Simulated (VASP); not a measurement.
Set up this calculation in VASP 6.6.1, as the native input.

```yaml
Task: relaxation of cell and atoms
Functional: PBE
Potentials_or_basis: VASP PAW PBE potentials, release 64 (Co, Si)
Cutoff: 600 eV
k_mesh: 14 × 14 × 14
Occupations: gaussian, width 0.1 eV
Spin: no spin polarisation
Dipole_correction: no
Further_INCAR_settings: ALGO = Normal; EDIFF = 1e-06; IBRION = 2; EDIFFG = -0.005; NSW = 100; ISIF = 3
```

The structure of CoSi2 lies in POSCAR:

```
CoSi2
1.0
    0.0000000000      2.6780000000      2.6780000000
    2.6780000000      0.0000000000      2.6780000000
    2.6780000000      2.6780000000      0.0000000000
Co Si
1 2
Direct
    0.0000000000      0.0000000000      0.0000000000
    0.2500000000      0.2500000000      0.2500000000
    0.7500000000      0.7500000000      0.7500000000
```

These files were run (other wordings do the same):

INCAR

```
  ALGO = Normal
  EDIFF = 1E-6
  EDIFFG = -0.005
  ENCUT = 600
  GGA = PE
  IBRION = 2
  ISIF = 3
  ISMEAR = 0
  LASPH = True
  LCHARG = False
  LREAL = False
  LWAVE = False
  NELM = 80
  NSW = 100
  PREC = Accurate
  SIGMA = 0.1
```

KPOINTS

```
k-points
0
Gamma
  14 14 14
```

Potentials or basis: VASP PAW PBE potentials, release 64 (Co, Si).

The run is started by

```sh
$ cat potpaw_PBE.64/Co/POTCAR potpaw_PBE.64/Si/POTCAR > POTCAR
$ mpirun -np 1 vasp_std > vasp.out
```

It gave:

```yaml
Relaxed_volume: 12.82 Å³/atom
Relaxed_cell: a = 3.789 Å, b = 3.789 Å, c = 3.789 Å, α = 60.00°, β = 60.00°, γ = 60.00°
Space_group_after_relaxing_to_0.1_Å: Fm-3m (No. 225)
Energy_gained_by_relaxing: 0.0 meV/atom
Ionic_steps: 3
Pressure_after_relaxing: 0.0 GPa
Band_gap_on_the_k_mesh: zero (an odd number of electrons rules out a gap without spin polarisation)
```

Caveat: the run has no spin polarisation, though such a crystal can be magnetic.

It took 69 s on 1 thread of Intel(R) Xeon(R) Platinum 8559C (Emerald Rapids), with other jobs on the host, peak memory 0.21 GiB.
